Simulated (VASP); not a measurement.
Runs of VASP 6.6.1 on Tl3S. Symmetry: I4/mmm, No. 139, tetragonal system. Conventional cell: a = 4.702 Å, b = 4.702 Å, c = 10.286 Å, α = 90.00°, β = 90.00°, γ = 90.00°. Within 4.4 Å of Tl (site symmetry 4/mmm) lie 4 S at 3.32 Å and 8 Tl at 3.48 Å. Within 4.4 Å of Tl (site symmetry -4m2) lie 8 Tl at 3.32 to 3.48 Å and 4 S at 3.48 Å. S (site symmetry 4/mmm) has 12 Tl at 3.32 to 3.48 Å within 4.4 Å. 

```tsv
level	share of exact exchange	gap on the mesh (eV)	pressure (GPa)
PBE-based screened hybrid with 15 % exact exchange	0.15	none	-0.6
PBE-based screened hybrid with 5 % exact exchange	0.05	none	(a)
PBE-based screened hybrid with 50 % exact exchange	0.5	none	-1.7
PBE-based screened hybrid with 10 % exact exchange	0.1	none	-0.4
```

Alike in all rows: task single point; potentials or basis VASP PAW PBE potentials, release 64 (Tl_d, S); no spin polarisation; cell as given; k mesh 4 × 4 × 4; cutoff (eV) 520; smearing fermi-dirac 0.05 eV.

Q: Fill in the values left out.

A: (a) -0.2.

Caveats: all runs use coarse meshes; the PAW data sets were made with another functional, which shifts forces and pressure a little; spin-orbit coupling is left out, which moves the levels of the heavy elements.

A k mesh can miss the band edges, and the runs leave out spin-orbit coupling on Tl.

A gap of «none» marks levels without a gap at the run's occupations.
